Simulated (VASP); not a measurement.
# Ir (P6_3/mmc) in VASP: further runs, part 2 of 2

VASP 6.6.1.

## 3. Single point, PBE

File INCAR:

```
PREC = Accurate ; ENCUT = 520
EDIFF = 1E-7 ; ISMEAR = 0
SIGMA = 0.015 ; LREAL = F
LASPH = T ; NELM = 100
ALGO = Fast ; ISIF = 2
LWAVE = F ; LCHARG = T
GGA = PE ; LELF = T
LVHAR = T ; NBANDS = 16
```

File KPOINTS:

```
regular mesh
0
Gamma
  11 11 6
```

File POSCAR:

```
Ir
1.0
    2.7513778946      0.0000000000      0.0000000000
   -1.3756889473      2.3827631521      0.0000000000
    0.0000000000      0.0000000000      4.4622900000
Ir
2
Direct
    0.3333333333      0.6666666667      0.2500000000
    0.6666666667      0.3333333333      0.7500000000
```

Potentials or basis: VASP PAW PBE potentials, release 64 (Ir).

Run with:

```bash
cat potpaw_PBE.64/Ir/POTCAR > POTCAR
mpirun -np 1 vasp_std > vasp.out
```

OUTCAR:

```text
PREC = Accurate
   ENCUT = 520
   EDIFF = 1E-7
   ISMEAR = 0
   LREAL = F
   LASPH = T
   NELM = 100
   ISIF = 2
   GGA = PE

 ion  position               nearest neighbor table
   1  0.333  0.667  0.250-   2 2.74   2 2.74   2 2.74   2 2.74   2 2.74   2 2.74
   2  0.667  0.333  0.750-   1 2.74   1 2.74   1 2.74   1 2.74   1 2.74   1 2.74

  LATTYP: Found a hexagonal cell.
 ALAT       =     2.7513778946
 C/A-ratio  =     1.6218382828

  Lattice vectors:

 A1 = (   2.7513778946,   0.0000000000,   0.0000000000)
 A2 = (  -1.3756889473,   2.3827631521,   0.0000000000)
 A3 = (   0.0000000000,   0.0000000000,   4.4622900000)

Analysis of symmetry for initial positions (statically):
=====================================================================
 Subroutine PRICEL returns:
 Original cell was already a primitive cell.

 Routine SETGRP: Setting up the symmetry group for a
 hexagonal supercell.

 Subroutine GETGRP returns: Found 24 space group operations
 (whereof 12 operations were pure point group operations)
 out of a pool of 24 trial point group operations.

The static configuration has the point symmetry D_3d.
 The point group associated with its full space group is D_6h.

Analysis of symmetry for dynamics (positions and initial velocities):
=====================================================================
 Subroutine PRICEL returns:
 Original cell was already a primitive cell.

 Routine SETGRP: Setting up the symmetry group for a
 hexagonal supercell.

 Subroutine GETGRP returns: Found 24 space group operations
 (whereof 12 operations were pure point group operations)
 out of a pool of 24 trial point group operations.

The dynamic configuration has the point symmetry D_3d.
 The point group associated with its full space group is D_6h.

 Subroutine INISYM returns: Found 24 space group operations
 (whereof 12 operations are pure point group operations),
 and found     1 'primitive' translations

----------------------------------------------------------------------------------------

                                     Primitive cell

  volume of cell :      29.2542

  direct lattice vectors                    reciprocal lattice vectors
     2.751377895  0.000000000  0.000000000     0.363454254  0.209840411  0.000000000
    -1.375688947  2.382763152  0.000000000     0.000000000  0.419680823  0.000000000
     0.000000000  0.000000000  4.462290000     0.000000000  0.000000000  0.224100182

  length of vectors
     2.751377895  2.751377895  4.462290000     0.419680823  0.419680823  0.224100182

  position of ions in fractional coordinates (direct lattice)
     0.333333333  0.666666667  0.250000000
     0.666666667  0.333333333  0.750000000

  ion indices of the primitive-cell ions
   primitive index   ion index
                 1           1
                 2           2

----------------------------------------------------------------------------------------

 KPOINTS: regular mesh

Automatic generation of k-mesh.
 Grid dimensions read from file:
 generate k-points for:   11   11    6

 Generating k-lattice:

  Cartesian coordinates                     Fractional coordinates (reciprocal lattice)
     0.033041296  0.019076401  0.000000000     0.090909091 -0.000000000  0.000000000
     0.000000000  0.038152802  0.000000000     0.000000000  0.090909091  0.000000000
     0.000000000  0.000000000  0.037350030     0.000000000  0.000000000  0.166666667

  Length of vectors
     0.038152802  0.038152802  0.037350030

  Shift w.r.t. Gamma in fractional coordinates (k-lattice)
     0.000000000  0.000000000  0.000000000

 Subroutine IBZKPT returns following result:
 ===========================================

 Found     64 irreducible k-points:

 Following reciprocal coordinates:
            Coordinates               Weight
  0.000000  0.000000  0.000000      1.000000
  0.090909 -0.000000  0.000000      6.000000
  0.181818 -0.000000  0.000000      6.000000
  0.272727 -0.000000  0.000000      6.000000
  0.363636 -0.000000  0.000000      6.000000
  0.454545 -0.000000  0.000000      6.000000
[... 16 lines left out ...]
  0.090909  0.090909  0.166667     12.000000
  0.181818  0.090909  0.166667     24.000000
 [... further k-points ...]
   k-points           NKPTS =     64   k-points in BZ     NKDIM =     64   number of bands    NBANDS=     16
   number of dos      NEDOS =    301   number of ions     NIONS =      2
   total plane-waves  NPLWV =  14400
   dimension x,y,z NGX =    20 NGY =   20 NGZ =   36
   dimension x,y,z NGXF=    40 NGYF=   40 NGZF=   72
   ions per type =               2
   NGX,Y,Z   is equivalent  to a cutoff of  12.08, 12.08, 13.41 a.u.
   NGXF,Y,Z  is equivalent  to a cutoff of  24.17, 24.17, 26.82 a.u.
 SYSTEM =  unknown system
   PREC   = accura    normal or accurate (medium, high low for compatibility)
   ISTART =      0    job   : 0-new  1-cont  2-samecut
   ICHARG =      2    charge: 1-file 2-atom 10-const
   ISPIN  =      1    spin polarized calculation?
   LNONCOLLINEAR =      F non collinear calculations
   LSORBIT =      F    spin-orbit coupling
   LASPH  =      T    aspherical Exc in radial PAW
   ENCUT  =  520.0 eV  38.22 Ry    6.18 a.u.   5.12  5.12  8.30*2*pi/ulx,y,z
   NELM   =    100;   NELMIN=  2; NELMDL= -5     # of ELM steps
   EDIFF  = 0.1E-06   stopping-criterion for ELM
   LREAL  =      F    real-space projection
   EDIFFG = 0.1E-05   stopping-criterion for IOM
   NSW    =      0    number of steps for IOM
   IBRION =     -1    ionic relax: 0-MD 1-quasi-New 2-CG
   NFREE  =      0    steps in history (QN), initial steepest desc. (CG)
   ISIF   =      2    stress and relaxation
   ISYM   =      2    0-nonsym 1-usesym 2-fastsym
   POTIM  = 0.5000    time-step for ionic-motion
   TEBEG  =    0.0;   TEEND  =   0.0 temperature during run
   PSTRESS=    0.0 pullay stress
   NELECT =      18.0000    total number of electrons
   NUPDOWN=      -1.0000    fix difference up-down
   EMIN   =  10.00;   EMAX   =-10.00  energy-range for DOS
   EFERMI =   0.00;   METHOD = LEGACY
   ISMEAR =     0;   SIGMA  =   0.01  broadening in eV -4-tet -1-fermi 0-gaus
   EFERMI_NEDOS =   21; number of points for ismear=-14 and -15
   IALGO  =     68    algorithm
   IMIX   =      4    mixing-type and parameters
     AMIX     =   0.40;   BMIX     =  1.00
     AMIX_MAG =   1.60;   BMIX_MAG =  1.00
  volume/ion in A,a.u.               =      14.63        98.71
  Fermi-wavevector in a.u.,A,eV,Ry     =   1.392417  2.631287 26.379323  1.938826
  Thomas-Fermi vector in A             =   2.516162
   LORBIT       =      0    0 simple, 1 ext, 2 COOP (PROOUT), +10 PAW based schemes
   GGA     = PE    functional components
   LHFCALC =     F    Hartree Fock is set to
   AEXX    =    0.0000 exact exchange contribution
   IVDW    =     0    specifies the selected vdW correction
   LEPSILON=     F    determine dielectric tensor
   LRPA    =     F    only Hartree local field effects (RPA)
 non-spin polarized calculation
 RMM-DIIS sequential band-by-band and
 Gauss-broadening in eV      SIGMA  =   0.01
  energy-cutoff  :      520.00
  volume of cell :       29.25
 maximum number of plane-waves:       796
   NGX = 11   NGY = 11   NGZ = 17

 number of electron      18.0000000 magnetization

 Free energy of the ion-electron system (eV)
  ---------------------------------------------------
  ext. energy  EPLUGINS =         0.00000000
  ---------------------------------------------------
  free energy    TOTEN  =       -17.52139636 eV

  energy without entropy =      -17.52084603  energy(sigma->0) =      -17.52112119

 E-fermi :   9.9324     XC(G=0): -13.7907

 val. band max:        9.9201740833   @ k =   0.3636   0.1818   0.1667
 cond. band min:       9.9377947036   @ k =   0.2727   0.0909   0.3333
 fundamental gap:      0.0176206203
 Fermi energy:         9.9324486605

 k-point     1 :       0.0000    0.0000    0.0000
  band No.  band energies     occupation
      1      -0.9272      2.00000
      2       2.1083      2.00000
      3       6.1879      2.00000
      4       6.2901      2.00000
      5       6.2901      2.00000
      6       6.9140      2.00000
[... 8 lines left out ...]
     15      26.3742      0.00000
     16      27.3748      0.00000
[... 419 lines left out ...]
 k-point    24 :       0.1818    0.0909    0.1667
  band No.  band energies     occupation
      1       1.2412      2.00000
      2       3.5963      2.00000
      3       4.8254      2.00000
      4       5.0527      2.00000
      5       6.0081      2.00000
      6       6.6039      2.00000
[... 8 lines left out ...]
     15      25.0478      0.00000
     16      26.4447      0.00000

 [... further k-points ...]

------------------------ aborting loop because EDIFF is reached ----------------------------------------

  FORCE on cell =-STRESS in cart. coord.  units (eV):
  Direction    XX          YY          ZZ          XY          YZ          ZX
  --------------------------------------------------------------------------------------
  -------------------------------------------------------------------------------------
  Total       -0.2439115     -0.2439115     -0.0365316      0.0000000      0.0000000      0.0000000
  in kB      -13.3583852    -13.3583852     -2.0007363      0.0000000      0.0000000      0.0000000
  external PRESSURE =      -9.5725022 kB  Pullay stress =       0.0000000 kB

 VOLUME and BASIS-vectors are now :
 -----------------------------------------------------------------------------
  energy-cutoff  :      520.00
  volume of cell :       29.25
      direct lattice vectors                 reciprocal lattice vectors
     2.751377895  0.000000000  0.000000000     0.363454254  0.209840411  0.000000000
    -1.375688947  2.382763152  0.000000000     0.000000000  0.419680823  0.000000000
     0.000000000  0.000000000  4.462290000     0.000000000  0.000000000  0.224100182

 POSITION                                       TOTAL-FORCE (eV/Angst)
 -----------------------------------------------------------------------------------
     -0.00000      1.58851      1.11557        -0.000000      0.000000      0.000000
      1.37569      0.79425      3.34672         0.000000     -0.000000      0.000000
 -----------------------------------------------------------------------------------
    total drift:                                0.000000     -0.000000     -0.000000

  FREE ENERGIE OF THE ION-ELECTRON SYSTEM (eV)
  ---------------------------------------------------
  free  energy   TOTEN  =       -17.5213963599 eV

  energy  without entropy=      -17.5208460293  energy(sigma->0) =      -17.52112119
```

stdout:

```text
POSCAR found type information on POSCAR Ir
 POSCAR found :  1 types and       2 ions
 scaLAPACK will be used
 LDA part: xc-table for (Slater+PW92), standard interpolation
 POSCAR, INCAR and KPOINTS ok, starting setup
 FFT: planning ... GRIDC
 FFT: planning ... GRID_SOFT
 FFT: planning ... GRID
 WAVECAR not read
 entering main loop
```

It took 20 s on 1 thread of AMD EPYC 9R45 (Zen 5), shared host; peak memory 0.12 GiB.

Results:

```yaml
Free_energy: -17.5214 eV
Pressure: -1.0 GPa
Band_gap_on_the_k_mesh: zero (bands 9 and 10 overlap by 3.07 eV)
```

Stress tensor (GPa, compression positive):
```
-1.34  0.00  0.00
 0.00 -1.34  0.00
 0.00  0.00 -0.20
```

Caveat: spin-orbit coupling is left out, which moves the levels of the heavy elements.

## 4. Single point, PBE

File INCAR:

```
ALGO = Normal
EDIFF = 1E-6
ENCUT = 520
GGA = PE
ISIF = 2
ISMEAR = 0
LASPH = T
LCHARG = T
LELF = T
LREAL = F
LVHAR = T
LWAVE = F
NBANDS = 16
NELM = 60
PREC = Accurate
SIGMA = 0.016
```

File KPOINTS:

```
k-points
0
Gamma
  11 11 6
```

POSCAR is that of step 3.

Run with:

```bash
cat potpaw_PBE.64/Ir/POTCAR > POTCAR
mpirun -np 1 vasp_std > vasp.out
```

Wall time 13 s (1 thread of AMD EPYC 9R45 (Zen 5), shared host); peak memory 0.12 GiB.

It converged, with:

- Free energy: -17.5214 eV
- Pressure: -1.0 GPa
- Band gap on the k mesh: zero (bands 9 and 10 overlap by 3.07 eV)

Stress tensor (GPa, compression positive):
```
-1.32  0.00  0.00
 0.00 -1.32  0.00
 0.00  0.00 -0.24
```

Levels at points of the mesh, in eV from the Fermi level:
```
           k point  band 6  band 7  band 8  band 9  band 10  band 11  band 12  band 13
(0.00, 0.00, 0.00)   -3.02   -3.02   -2.26   -2.26    -0.72     0.27     0.27     6.79
(0.00, 0.00, 0.50)   -3.76   -3.76   -3.76   -0.44    -0.44    -0.44    -0.44    13.59
```

Caveat: spin-orbit coupling is left out, which moves the levels of the heavy elements.

## 5. Single point, PBE

File INCAR:

```
SYSTEM = Ir
ALGO = Fast
EDIFF = 1E-7
ENCUT = 520
GGA = PE
ISIF = 2
ISMEAR = 0
LASPH = .TRUE.
LCHARG = .TRUE.
LELF = .TRUE.
LREAL = .FALSE.
LVHAR = .TRUE.
LWAVE = .FALSE.
NBANDS = 16
NELM = 80
PREC = Accurate
SIGMA = 0.017
```

File KPOINTS:

```
k-points
0
G
  11 11 6
  0 0 0
```

POSCAR is that of step 4.

Run with:

```bash
cat potpaw_PBE.64/Ir/POTCAR > POTCAR
mpirun -np 1 vasp_std > vasp.out
```

Wall time 21 s (1 thread of AMD EPYC 9R45 (Zen 5), shared host); peak memory 0.12 GiB.

Results (log left out):

| Property | Result |
| --- | --- |
| Free energy | -17.5215 eV |
| Pressure | -1.0 GPa |
| Band gap on the k mesh | zero (bands 9 and 10 overlap by 3.07 eV) |

Stress tensor (GPa, compression positive):
```
-1.30  0.00  0.00
 0.00 -1.30  0.00
 0.00  0.00 -0.28
```

Levels at points of the mesh, in eV from the Fermi level:
```tsv
k point	band 6	band 7	band 8	band 9	band 10	band 11	band 12	band 13
(0.00, 0.00, 0.00)	-3.02	-3.02	-2.26	-2.26	-0.72	0.27	0.27	6.79
(0.00, 0.00, 0.50)	-3.76	-3.76	-3.76	-0.44	-0.44	-0.44	-0.44	13.59
```

Caveat: spin-orbit coupling is left out, which moves the levels of the heavy elements.

## 6. Summary

```tsv
smearing	gap on the mesh (eV)	pressure (GPa)
gaussian 0.014 eV	none	-1.0
gaussian 0.015 eV	none	-1.0
gaussian 0.016 eV	none	-1.0
gaussian 0.017 eV	none	-1.0
```

Alike in all rows: task single point; level PBE; potentials or basis VASP PAW PBE potentials, release 64 (Ir); no spin polarisation; cell as given; k mesh 11 × 11 × 6; cutoff (eV) 520.

Caveats: spin-orbit coupling is left out, which moves the levels of the heavy elements.

Absolute energies hang on the potentials; compare differences alone.
